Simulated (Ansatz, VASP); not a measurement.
**TiC: VASP beside Ansatz**

The input INCAR:

```
SYSTEM = TiC
PREC = Accurate
ENCUT = 520
EDIFF = 1E-6
ISMEAR = 0
SIGMA = 0.15
LREAL = .FALSE.
LASPH = .TRUE.
NELM = 80
ALGO = Normal
ISIF = 2
LWAVE = .FALSE.
LCHARG = .FALSE.
GGA = PS
NBANDS = 15
```

KPOINTS

```
Automatic mesh
0
G
  24 24 24
  0 0 0
```

File POSCAR:

```
TiC
1.0
    0.0000000000      2.0393512101      2.2540197585
    2.0393512101      0.0000000000      2.2540197585
    2.0393512101      2.0393512101      0.0000000000
Ti C
1 1
Direct
    0.0000000000      0.0000000000      0.0000000000
    0.5000000000      0.5000000000      0.5000000000
```

Input for Ansatz:

```yaml
crystal:
  lattice:
    - [0.0, 2.0393512101, 2.2540197585]
    - [2.0393512101, 0.0, 2.2540197585]
    - [2.0393512101, 2.0393512101, 0.0]
  atoms:
    - { symbol: Ti, position: [0.0, 0.0, 0.0] }
    - { symbol: C, position: [0.5, 0.5, 0.5] }
basis:
  ecutwfc: 420
kpoints:
  mp_grid: { grid: [24, 24, 24] }
hamiltonian:
  xc: pbesol
scf:
  occupations: { method: gaussian, width: 0.15 }
output:
  forces: true
  stress: true
  eigenvalues: true
```

Change from the starting cell: strain -0.050 along x and y, +0.050 along z, atoms carried along.

Alike in both runs: task single point; functional PBEsol; k mesh 24 × 24 × 24; occupations gaussian, width 0.15 eV; no spin polarisation.

|  | VASP | Ansatz |
| --- | --- | --- |
| version | VASP 6.6.1 | Ansatz 0.2.0 |
| potentials or method | VASP PAW PBE potentials, release 64 (Ti_sv, C), cutoff 520 eV | scalar-relativistic, plane waves, PAW |
| valence electrons in the cell | 16 | 16 |

VASP gave:

```
gap on the k mesh at the Fermi level (eV)                     : none
pressure (GPa)                                                : 21.7
traceless stress, the component that is largest in VASP (GPa) : -32.94
```

Task: Estimate Ansatz's values.

Result: gap on the k mesh at the Fermi level (eV): none; pressure (GPa): 21.5; traceless stress, the component that is largest in VASP (GPa): -32.88.

VASP's potentials were made for PBE, not for PBEsol. A gap of «none» marks a metal or a gap that the smearing closes.
